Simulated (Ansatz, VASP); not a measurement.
# One calculation of CaS, two programs

The input INCAR:

```
ALGO     = Normal         # electronic algorithm
EDIFF    = 1E-7           # SCF threshold, eV
EDIFFG   = -0.002         # ionic threshold
ENCUT    = 500            # plane-wave cutoff, eV
GGA      = PS             # functional
GGA_COMPAT= False        
IBRION   = 2              # ionic algorithm
ISIF     = 3              # what is computed and relaxed
ISMEAR   = -1             # smearing method
LASPH    = True           # aspherical terms in the spheres
LCHARG   = False          # write CHGCAR
LREAL    = False          # projectors in reciprocal space
LWAVE    = False          # write WAVECAR
NELM     = 120            # most SCF steps
NELMIN   = 4            
NSW      = 100            # ionic steps
PREC     = Accurate       # precision mode
SIGMA    = 0.08           # smearing width, eV
```

File KPOINTS:

```
k-points
0
Gamma
  12 12 12
```

The input POSCAR:

```
CaS
1.0
    2.8430000000      2.8430000000      0.0000000000
   -2.8430000000      2.8430000000      0.0000000000
    0.0000000000      2.8430000000      2.8430000000
Ca S
1 1
Direct
    0.0000000000      0.0000000000      0.0000000000
    0.5000000000      0.5000000000      0.0000000000
```

Input for Ansatz:

```yaml
crystal:
  lattice:
    - [2.843, 2.843, 0.0]
    - [-2.843, 2.843, 0.0]
    - [0.0, 2.843, 2.843]
  atoms:
    - { symbol: Ca, position: [0.0, 0.0, 0.0] }
    - { symbol: S, position: [0.5, 0.5, 0.0] }
kpoints:
  mp_grid: { grid: [12, 12, 12] }
scf:
  occupations: { method: fermi_dirac, width: 0.08 }
hamiltonian:
  xc: pbesol
  pseudopotentials: { kind: paw }
relax:
  f_tol: 0.002
  max_steps: 80
  cell: {}
output:
  forces: true
  stress: true
  write_density: true
  write_potential: true
  elf: true
  volumetric_format: npy
```

Alike in both runs: task relaxation of cell and atoms; functional PBEsol; k mesh 12 × 12 × 12; occupations fermi-dirac, width 0.08 eV; no spin polarisation.

|  | VASP | Ansatz |
| --- | --- | --- |
| version | VASP 6.6.1 | Ansatz 0.2.0 |
| potentials or method | VASP PAW PBE potentials, release 64 (Ca_sv, S) | PAW with Ansatz's default frozen-core files, scalar-relativistic |
| plane-wave cutoff (eV) | 500 | 420 |
| valence electrons in the cell | 16 | 16 |

|  | VASP | Ansatz | Ansatz less VASP |
| --- | --- | --- | --- |
| relaxed volume (Å³/atom) | 22.41 | 22.36 | -0.054 |
| relaxed cell length with the largest relative difference (Å) | 3.987 | 3.984 | -0.0032 |

VASP's potentials were made for PBE, not for PBEsol.
